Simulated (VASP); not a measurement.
The system is Si3N4.

```xyz
14
Lattice="7.6020 0.0000 0.0000 -3.8010 6.5835 0.0000 0.0000 0.0000 2.9060" Properties=species:S:1:pos:R:3 pbc="T T T"
Si    5.1764    1.1460    0.7265
Si    1.5957    5.0559    2.1795
Si    4.0213    3.9099    0.7265
Si   -1.3754    5.4375    2.1795
Si    2.2053    1.5276    0.7265
Si   -0.2203    2.6736    2.1795
N    -1.0262    2.1718    0.7265
N     5.2081    0.1972    2.1795
N     2.4333    4.6089    0.7265
N     4.8272    4.4117    2.1795
N    -1.4071    6.3863    0.7265
N     1.3677    1.9746    2.1795
N     3.8010    2.1945    0.7265
N     0.0000    4.3890    2.1795
```

Base run:

- Program: VASP 6.6.1
- Functional: r2SCAN
- Potentials or basis: VASP PAW PBE potentials, release 64 (Si, N)
- Cutoff: 520 eV
- k mesh: 4 × 4 × 10
- Occupations: fermi-dirac, width 0.02 eV
- Spin: no spin polarisation

Its results: band gap on the k mesh 4.99 eV (least direct gap 5.19 eV); pressure -0.1 GPa; largest force 0.039 eV/Å.

Problem. The run is repeated on the same cell with these changes: functional from r2SCAN to LDA; potentials or basis from VASP PAW PBE potentials, release 64 (Si, N) to VASP PAW LDA potentials, release 64 (Si, N). What comes out?

Solution. Band gap on the k mesh 4.14 eV (least direct gap 4.34 eV); pressure -2.8 GPa; largest force 0.035 eV/Å.

Caveats: the PAW data sets were made with another functional, which shifts forces and pressure a little (at least some runs).

A k mesh can miss the band edges.
